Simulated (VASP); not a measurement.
A run of VASP 6.6.1 is set up as follows.

The input INCAR:

```
PREC = Accurate
ENCUT = 410
EDIFF = 1E-6
ISMEAR = -1
SIGMA = 0.1861
LREAL = Auto
LASPH = True
NELM = 120
ALGO = Normal
ISIF = 2
LWAVE = False
LCHARG = False
GGA = PE
NBANDS = 123
ISYM = -1
GGA_COMPAT = False
```

The input KPOINTS:

```
explicit points
1
Reciprocal
  0.25000000   0.25000000   0.25000000 1
```

Contents of POSCAR:

```
Si8Ge13
1.0
    7.5601650000      0.1896520000     -0.0661850000
    0.1896520000      7.8161600000      0.1196190000
   -0.0661850000      0.1196190000      8.0627960000
Ge Si
13 8
Direct
    0.3674820380      0.6656727801      0.6903530347
    0.5225457831      0.6529405412      0.0315452106
    0.1907374669      0.1064097663      0.5652571799
    0.1797470718      0.7106240005      0.0784132983
    0.3784215326      0.3507558184      0.2646486118
    0.2501283620      0.8271869152      0.4229710728
    0.8958251669      0.5949131423      0.1717842388
   -0.0746998887      1.0076662475      0.2378248140
    0.9035980498      0.7814975655      0.8410353778
    0.1927181535      0.1728918175      0.0677694071
    0.7189195936      0.6156558603      0.5937163181
    0.3474852601      0.9433011400      0.8562944632
    0.4802241922      0.2538586324      0.8118595984
   -0.0477137102      0.4738430213      0.7888306289
    0.8694557163      0.0138408911      0.6955447332
    0.5878307804      0.1335602871      0.5435018116
    0.0437376227      0.2935383194      0.3905533532
    0.7023177783      0.2543112373      0.2959873282
    0.8055151726      0.2720762165      0.9556608572
    0.6776089023      0.9149983788      0.3689412896
    0.6489777518      0.6126500393      0.2946466719
```

Potentials or basis: VASP PAW PBE potentials, release 64 (Ge_d, Si).

The run is started by

```bash
$ cat potpaw_PBE.64/Ge_d/POTCAR potpaw_PBE.64/Si/POTCAR > POTCAR
$ mpirun -np 1 vasp_std > vasp.out
```

**Question.** Estimate the largest force.

**Answer.** 3.989 eV/Å.

**Question.** What does it give for the pressure?

**Answer.** -0.2 GPa.

Forces in eV/Å, atoms in the order of the input:
```
Ge   0.450 -1.069 -0.242
Ge  -0.301  0.097 -1.405
Ge   0.473 -1.264  1.545
Ge   0.115  0.396  0.229
Ge  -0.484  0.242  0.108
Ge   0.260 -0.335 -0.527
Ge   3.203 -1.015 -2.053
Ge   2.005  0.166 -1.140
Ge   0.038 -2.628  2.198
Ge  -0.439  0.237  0.046
Ge  -0.927  0.213  0.749
Ge   0.087  0.957  0.366
Ge   0.180  0.300 -0.035
Si   0.891  0.286 -0.402
Si  -0.277  2.847 -1.724
Si  -0.230  0.204  0.786
Si  -0.698  1.315 -2.068
Si   0.126  0.739 -0.361
Si  -0.352 -0.783  0.342
Si  -1.123 -1.027  0.960
Si  -2.997  0.124  2.629
```

Caveat: the atoms stand as in a frame of molecular dynamics.
